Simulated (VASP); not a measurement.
# WSe2 in VASP: notebook

Runs on WSe2. Level: LDA. Tasks: single point.

All numbers are computed with VASP 6.6.1; they aren't measurements. Logs are shortened: lines on timing, memory, paths and dates and some standing lists are left out, and cuts for length are marked.

## (1) The cell of the first run

The cell holds a slab with vacuum, 6 atoms: a = 3.249 Å, b = 3.249 Å, c = 23.628 Å, α = 90.00°, β = 90.00°, γ = 120.00°.

## (2) Single point, LDA (atoms displaced along several vibrational modes)

File INCAR:

```
ALGO = Normal
EDIFF = 1E-6
ENCUT = 520
GGA = CA
ISIF = 2
ISMEAR = 0
LASPH = True
LCHARG = False
LREAL = False
LWAVE = False
NBANDS = 35
NELM = 80
PREC = Accurate
SIGMA = 0.05
```

File KPOINTS:

```
k-points
0
Gamma
  9 9 2
```

File POSCAR:

```
WSe2
1.0
    3.2486079436      0.0000000000      0.0000000000
   -1.6243039718      2.8133770061      0.0000000000
    0.0000000000      0.0000000000     23.6283233151
W Se
2 4
Direct
    0.5000919546      0.3333333333      0.1354666708
    0.5155703574      0.6666666667      0.8645333292
    0.1301693901      0.6666666667      0.2058884835
    0.8458202643      0.3333333333      0.9351101390
    0.1362064470      0.6666666667      0.0648898610
    0.8513429266      0.3333333333      0.7941115165
```

Potentials or basis: VASP PAW LDA potentials, release 64 (W_sv, Se).

Started as:

```bash
$ cat potpaw_LDA.64/W_sv/POTCAR potpaw_LDA.64/Se/POTCAR > POTCAR
$ mpirun -np 1 vasp_std > vasp.out
```

OUTCAR:

```text
EDIFF = 1E-6
   ENCUT = 520
   GGA = CA
   ISIF = 2
   ISMEAR = 0
   LASPH = True
   LREAL = False
   NELM = 80
   PREC = Accurate

 ion  position               nearest neighbor table
   1  0.500  0.333  0.135-   3 2.43   5 2.45   3 2.51   5 2.51   5 2.58   3 2.59
   2  0.516  0.667  0.865-   6 2.50   4 2.50   6 2.51   4 2.51   6 2.51   4 2.52
   3  0.130  0.667  0.206-   1 2.43   1 2.51   1 2.59
   4  0.846  0.333  0.935-   2 2.50   2 2.51   2 2.52
   5  0.136  0.667  0.065-   1 2.45   1 2.51   1 2.58
   6  0.851  0.333  0.794-   2 2.50   2 2.51   2 2.51

  LATTYP: Found a hexagonal cell.
 ALAT       =     3.2486079436
 C/A-ratio  =     7.2733686937

  Lattice vectors:

 A1 = (   3.2486079436,   0.0000000000,   0.0000000000)
 A2 = (  -1.6243039718,   2.8133770061,   0.0000000000)
 A3 = (   0.0000000000,   0.0000000000,  23.6283233151)

Analysis of symmetry for initial positions (statically):
=====================================================================
 Subroutine PRICEL returns:
 Original cell was already a primitive cell.

 Routine SETGRP: Setting up the symmetry group for a
 hexagonal supercell.

 Subroutine GETGRP returns: Found  1 space group operations
 (whereof  1 operations were pure point group operations)
 out of a pool of 24 trial point group operations.

The static configuration has the point symmetry C_1 .

Analysis of symmetry for dynamics (positions and initial velocities):
=====================================================================
 Subroutine PRICEL returns:
 Original cell was already a primitive cell.

 Routine SETGRP: Setting up the symmetry group for a
 hexagonal supercell.

 Subroutine GETGRP returns: Found  1 space group operations
 (whereof  1 operations were pure point group operations)
 out of a pool of 24 trial point group operations.

The dynamic configuration has the point symmetry C_1 .

 Subroutine INISYM returns: Found  1 space group operations
 (whereof  1 operations are pure point group operations),
 and found     1 'primitive' translations

----------------------------------------------------------------------------------------

                                     Primitive cell

  volume of cell :     215.9525

  direct lattice vectors                    reciprocal lattice vectors
     3.248607944  0.000000000  0.000000000     0.307824156  0.177722360  0.000000000
    -1.624303972  2.813377006  0.000000000     0.000000000  0.355444719  0.000000000
     0.000000000  0.000000000 23.628323315     0.000000000  0.000000000  0.042322089

  length of vectors
     3.248607944  3.248607944 23.628323315     0.355444719  0.355444719  0.042322089

  position of ions in fractional coordinates (direct lattice)
     0.500091955  0.333333333  0.135466671
     0.515570357  0.666666667  0.864533329
     0.130169390  0.666666667  0.205888483
     0.845820264  0.333333333  0.935110139
     0.136206447  0.666666667  0.064889861
     0.851342927  0.333333333  0.794111517

  ion indices of the primitive-cell ions
   primitive index   ion index
                 1           1
                 2           2
                 3           3
                 4           4
                 5           5
                 6           6

----------------------------------------------------------------------------------------

 KPOINTS: k-points

Automatic generation of k-mesh.
 Grid dimensions read from file:
 generate k-points for:    9    9    2

 Generating k-lattice:

  Cartesian coordinates                     Fractional coordinates (reciprocal lattice)
     0.034202684  0.019746929  0.000000000     0.111111111 -0.000000000  0.000000000
     0.000000000  0.039493858  0.000000000     0.000000000  0.111111111  0.000000000
     0.000000000  0.000000000  0.021161044     0.000000000  0.000000000  0.500000000

  Length of vectors
     0.039493858  0.039493858  0.021161044

  Shift w.r.t. Gamma in fractional coordinates (k-lattice)
     0.000000000  0.000000000  0.000000000

 Subroutine IBZKPT returns following result:
 ===========================================

 Found     82 irreducible k-points:

 Following reciprocal coordinates:
            Coordinates               Weight
  0.000000  0.000000  0.000000      1.000000
  0.111111  0.000000  0.000000      2.000000
  0.000000  0.111111  0.000000      2.000000
 -0.111111  0.111111  0.000000      2.000000
  0.222222  0.000000  0.000000      2.000000
  0.000000  0.222222  0.000000      2.000000
[... 16 lines left out ...]
  0.333333  0.111111  0.000000      2.000000
 -0.111111  0.444444  0.000000      2.000000
 [... further k-points ...]
   k-points           NKPTS =     82   k-points in BZ     NKDIM =     82   number of bands    NBANDS=     35
   number of dos      NEDOS =    301   number of ions     NIONS =      6
   total plane-waves  NPLWV = 103680
   dimension x,y,z NGX =    24 NGY =   24 NGZ =  180
   dimension x,y,z NGXF=    48 NGYF=   48 NGZF=  360
   ions per type =               2   4
   NGX,Y,Z   is equivalent  to a cutoff of  12.28, 12.28, 12.66 a.u.
   NGXF,Y,Z  is equivalent  to a cutoff of  24.56, 24.56, 25.33 a.u.
 SYSTEM =  unknown system
   PREC   = accura    normal or accurate (medium, high low for compatibility)
   ISTART =      0    job   : 0-new  1-cont  2-samecut
   ICHARG =      2    charge: 1-file 2-atom 10-const
   ISPIN  =      1    spin polarized calculation?
   LNONCOLLINEAR =      F non collinear calculations
   LSORBIT =      F    spin-orbit coupling
   LASPH  =      T    aspherical Exc in radial PAW
   ENCUT  =  520.0 eV  38.22 Ry    6.18 a.u.   6.04  6.04 43.93*2*pi/ulx,y,z
   NELM   =     80;   NELMIN=  2; NELMDL= -5     # of ELM steps
   EDIFF  = 0.1E-05   stopping-criterion for ELM
   LREAL  =      F    real-space projection
   EDIFFG = 0.1E-04   stopping-criterion for IOM
   NSW    =      0    number of steps for IOM
   IBRION =     -1    ionic relax: 0-MD 1-quasi-New 2-CG
   NFREE  =      0    steps in history (QN), initial steepest desc. (CG)
   ISIF   =      2    stress and relaxation
   ISYM   =      2    0-nonsym 1-usesym 2-fastsym
   POTIM  = 0.5000    time-step for ionic-motion
   TEBEG  =    0.0;   TEEND  =   0.0 temperature during run
   PSTRESS=    0.0 pullay stress
   NELECT =      52.0000    total number of electrons
   NUPDOWN=      -1.0000    fix difference up-down
   EMIN   =  10.00;   EMAX   =-10.00  energy-range for DOS
   EFERMI =   0.00;   METHOD = LEGACY
   ISMEAR =     0;   SIGMA  =   0.05  broadening in eV -4-tet -1-fermi 0-gaus
   EFERMI_NEDOS =   21; number of points for ismear=-14 and -15
   IALGO  =     38    algorithm
   IMIX   =      4    mixing-type and parameters
     AMIX     =   0.40;   BMIX     =  1.00
     AMIX_MAG =   1.60;   BMIX_MAG =  1.00
  volume/ion in A,a.u.               =      35.99       242.89
  Fermi-wavevector in a.u.,A,eV,Ry     =   1.018490  1.924666 14.113608  1.037321
  Thomas-Fermi vector in A             =   2.151950
   LORBIT       =      0    0 simple, 1 ext, 2 COOP (PROOUT), +10 PAW based schemes
   GGA     = CA    functional components
   LHFCALC =     F    Hartree Fock is set to
   AEXX    =    0.0000 exact exchange contribution
   IVDW    =     0    specifies the selected vdW correction
   LEPSILON=     F    determine dielectric tensor
   LRPA    =     F    only Hartree local field effects (RPA)
 non-spin polarized calculation
 Gauss-broadening in eV      SIGMA  =   0.05
  energy-cutoff  :      520.00
  volume of cell :      215.95
 maximum number of plane-waves:      5916
   NGX = 13   NGY = 13   NGZ = 87

 number of electron      52.0000002 magnetization

 Free energy of the ion-electron system (eV)
  ---------------------------------------------------
  ext. energy  EPLUGINS =         0.00000000
  ---------------------------------------------------
  free energy    TOTEN  =       -48.15754198 eV

  energy without entropy =      -48.15754198  energy(sigma->0) =      -48.15754198

 E-fermi :   1.4589     XC(G=0):  -6.5303

 val. band max:        1.1954990091   @ k =   0.0000   0.0000   0.0000
 cond. band min:       2.4136951216   @ k =  -0.2222   0.3333   0.0000
 fundamental gap:      1.2181961125
 Fermi energy:         1.4588710241

 k-point     1 :       0.0000    0.0000    0.0000
  band No.  band energies     occupation
      1     -72.5039      2.00000
      2     -72.4896      2.00000
      3     -37.0579      2.00000
      4     -37.0540      2.00000
      5     -36.8797      2.00000
      6     -36.8761      2.00000
[... 27 lines left out ...]
     34       4.6362      0.00000
     35       5.5916      0.00000

 k-point     2 :       0.1111    0.0000    0.0000
  band No.  band energies     occupation
      1     -72.5024      2.00000
      2     -72.4881      2.00000
      3     -37.0515      2.00000
      4     -37.0474      2.00000
      5     -36.9120      2.00000
      6     -36.9088      2.00000
[... 27 lines left out ...]
     34       4.4280      0.00000
     35       6.0230      0.00000

 k-point     3 :       0.0000    0.1111    0.0000
  band No.  band energies     occupation
      1     -72.5024      2.00000
      2     -72.4881      2.00000
      3     -37.0515      2.00000
      4     -37.0477      2.00000
      5     -36.9077      2.00000
      6     -36.9049      2.00000
[... 27 lines left out ...]
     34       4.6838      0.00000
     35       6.0235      0.00000
[... 723 lines left out ...]
 k-point    23 :       0.3333    0.1111    0.0000
  band No.  band energies     occupation
      1     -72.4920      2.00000
      2     -72.4776      2.00000
      3     -37.1213      2.00000
      4     -37.1129      2.00000
      5     -37.0078      2.00000
      6     -37.0020      2.00000
[... 27 lines left out ...]
     34       5.7501      0.00000
     35       6.6303      0.00000

 k-point    24 :      -0.1111    0.4444    0.0000
  band No.  band energies     occupation
      1     -72.4920      2.00000
      2     -72.4777      2.00000
      3     -37.1120      2.00000
      4     -37.0970      2.00000
      5     -37.0076      2.00000
      6     -37.0042      2.00000
[... 27 lines left out ...]
     34       5.5494      0.00000
     35       6.6034      0.00000

 [... further k-points ...]
[... 5 lines left out ...]
  --------------------------------------------------------------------------------------
  -------------------------------------------------------------------------------------
  Total        0.6661467      0.9713485      2.0564750      0.9138672      0.5808626      0.9462248
  in kB        4.9422229      7.2065522     15.2572367      6.7800908      4.3094896      7.0201560
  external PRESSURE =       9.1353373 kB  Pullay stress =       0.0000000 kB

 VOLUME and BASIS-vectors are now :
 -----------------------------------------------------------------------------
  energy-cutoff  :      520.00
  volume of cell :      215.95
      direct lattice vectors                 reciprocal lattice vectors
     3.248607944  0.000000000  0.000000000     0.307824156  0.177722360  0.000000000
    -1.624303972  2.813377006  0.000000000     0.000000000  0.355444719  0.000000000
     0.000000000  0.000000000 23.628323315     0.000000000  0.000000000  0.042322089

 POSITION                                       TOTAL-FORCE (eV/Angst)
 -----------------------------------------------------------------------------------
      1.08317      0.93779      3.20085        -2.087314     -0.035374     -0.032674
      0.59202      1.87558     20.42747        -0.057241     -0.033152     -0.015565
     -0.66000      1.87558      4.86480         1.150820      0.053012      0.283010
      2.20630      0.93779     22.09508         0.031728     -0.097214     -0.126556
     -0.64039      1.87558      1.53324         1.027794      0.114179      0.006051
      2.22424      0.93779     18.76352        -0.065788     -0.001452     -0.114267
 -----------------------------------------------------------------------------------
    total drift:                                0.000242      0.000006      0.000061

  FREE ENERGIE OF THE ION-ELECTRON SYSTEM (eV)
  ---------------------------------------------------
  free  energy   TOTEN  =       -48.1575419778 eV

  energy  without entropy=      -48.1575419778  energy(sigma->0) =      -48.15754198
```

Wall time 20 min (1 thread of Intel Xeon 8259CL, shared host); peak memory 0.62 GiB.

What came out:

- Free energy: -48.1575 eV
- Largest force: 2.088 eV/Å
- Band gap on the k mesh: 1.22 eV (least direct gap 1.70 eV)

Forces on the atoms (eV/Å):
```
W   -2.087 -0.035 -0.033
W   -0.057 -0.033 -0.016
Se   1.151  0.053  0.283
Se   0.032 -0.097 -0.127
Se   1.028  0.114  0.006
Se  -0.066 -0.001 -0.114
```

Caveat: the cell differs from its parent crystal (atoms displaced along several vibrational modes); there is no dipole correction, which matters where the two faces differ; spin-orbit coupling is left out, which moves the levels of the heavy elements.

## (3) Single point, LDA (atoms displaced along several vibrational modes)

File INCAR:

```
ALGO     = Normal         # electronic algorithm
EDIFF    = 1E-7           # SCF threshold, eV
ENCUT    = 520            # plane-wave cutoff, eV
ISIF     = 2              # what is computed and relaxed
ISMEAR   = 0              # smearing method
LASPH    = T              # aspherical terms in the spheres
LCHARG   = F              # write CHGCAR
LREAL    = F              # projectors in reciprocal space
LWAVE    = F              # write WAVECAR
NBANDS   = 35             # bands
NELM     = 100            # most SCF steps
PREC     = Accurate       # precision mode
SIGMA    = 0.05           # smearing width, eV
```

KPOINTS is that of step 2.

File POSCAR:

```
WSe2
1.0
    3.2486079436      0.0000000000      0.0000000000
   -1.6243039718      2.8133770061      0.0000000000
    0.0000000000      0.0000000000     23.6283233151
W Se
2 4
Direct
    0.6163552595      0.3333333333      0.1354666708
    0.3940862818      0.6666666667      0.8645333292
    0.2594555358      0.6666666667      0.2058884835
    0.7263819995      0.3333333333      0.9351101390
    0.2616358081      0.6666666667      0.0648898610
    0.7282193420      0.3333333333      0.7941115165
```

Potentials or basis: VASP PAW LDA potentials, release 64 (W_sv, Se).

Started as:

```bash
$ cat potpaw_LDA.64/W_sv/POTCAR potpaw_LDA.64/Se/POTCAR > POTCAR
$ mpirun -np 1 vasp_std > vasp.out
```

Run time: 15 min. Hardware: 1 thread of Intel Xeon 8259CL, shared host; peak memory 0.61 GiB.

Results (log left out):

```yaml
Free_energy: -48.3034 eV
Largest_force: 1.395 eV/Å
Band_gap_on_the_k_mesh: 1.31 eV (least direct gap 1.68 eV)
```

Forces in eV/Å, atoms in the order of the input:
```
W   -1.395 -0.024 -0.009
W   -0.041 -0.006 -0.001
Se   0.746  0.020  0.177
Se  -0.015 -0.016  0.067
Se   0.722  0.026 -0.127
Se  -0.018  0.000 -0.106
```

Levels at points of the mesh, in eV from the valence-band top:
| k point | band 23 | band 24 | band 25 | band 26 | band 27 | band 28 | band 29 | band 30 |
| --- | --- | --- | --- | --- | --- | --- | --- | --- |
| (0.00, 0.00, 0.00) | -1.34 | -1.03 | -0.80 | 0.00 | 2.59 | 2.87 | 2.95 | 3.01 |
| (0.00, 0.00, 0.50) | -1.34 | -1.03 | -0.80 | 0.00 | 2.59 | 2.87 | 2.95 | 3.01 |

Caveat: the cell differs from its parent crystal (atoms displaced along several vibrational modes); there is no dipole correction, which matters where the two faces differ; spin-orbit coupling is left out, which moves the levels of the heavy elements.

(Part 1 of 2 ends here.)
